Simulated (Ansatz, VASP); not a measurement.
## Be2C in VASP and in Ansatz

```
Be C
1.0
     0.00000    2.26219    2.26219
     2.26219    0.00000    2.26219
     2.26219    2.26219    0.00000
Be C
2 1
Direct
  0.25000 0.25000 0.25000
  0.75000 0.75000 0.75000
  0.00000 0.00000 0.00000
```

Alike in both runs: task single point; functional PBE; k mesh 12 × 12 × 12; occupations gaussian, width 0.02 eV; no spin polarisation.

|  | VASP | Ansatz |
| --- | --- | --- |
| version | VASP 6.6.1 | Ansatz 0.2.0 |
| potentials or method | VASP PAW PBE potentials, release 64 (Be, C), cutoff 600 eV | scalar-relativistic, plane waves, PAW |
| valence electrons in the cell | 8 | 8 |

|  | VASP | Ansatz | Ansatz less VASP |
| --- | --- | --- | --- |
| gap on the k mesh at the Fermi level (eV) | 1.10 | 1.11 | +0.010 |
| least direct gap on the mesh (eV) | 3.88 | 3.88 | +0.006 |
| pressure (GPa) | -21.0 | -21.2 | -0.18 |
